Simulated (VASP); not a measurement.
A run of VASP 6.6.1:

INCAR

```
PREC = Accurate
ENCUT = 500
EDIFF = 1E-8
ISMEAR = -1
SIGMA = 0.15
LREAL = False
LASPH = True
NELM = 120
ALGO = Normal
ISIF = 2
LWAVE = False
LCHARG = True
GGA = PE
NBANDS = 30
IBRION = 8
NSW = 1
GGA_COMPAT = False
KPAR = 4
```

Contents of KPOINTS:

```
regular mesh
0
Gamma
  8 8 8
```

The input POSCAR:

```
Hf3H8
1.0
    4.6567643907      0.0000000000      0.0000000000
    0.0000000000      4.6567643907      0.0000000000
    0.0000000000      0.0000000000      4.6567643907
Hf H
3 8
Direct
    0.5000000000      0.0000000000      0.0000000000
    0.0000000000      0.5000000000      0.0000000000
    0.0000000000      0.0000000000      0.5000000000
    0.7452834769      0.7452834769      0.7452834769
    0.2547165231      0.2547165231      0.7452834769
    0.2547165231      0.7452834769      0.2547165231
    0.7452834769      0.2547165231      0.2547165231
    0.7452834769      0.7452834769      0.2547165231
    0.2547165231      0.2547165231      0.2547165231
    0.7452834769      0.2547165231      0.7452834769
    0.2547165231      0.7452834769      0.7452834769
```

Potentials or basis: VASP PAW PBE potentials, release 64 (Hf_pv, H).

The run is started by

```console
$ cat potpaw_PBE.64/Hf_pv/POTCAR potpaw_PBE.64/H/POTCAR > POTCAR
$ mpirun -np 4 vasp_std > vasp.out
```

Hardware: 4 MPI ranks on Intel(R) Xeon(R) 6975P-C (Granite Rapids), on a shared host.

Estimate the wall time of this run.

Run time: 4.7 min on 4 MPI ranks on Intel(R) Xeon(R) 6975P-C (Granite Rapids), on a shared host, peak memory 0.85 GiB a rank. Counts: scf iterations 75, k points 35.
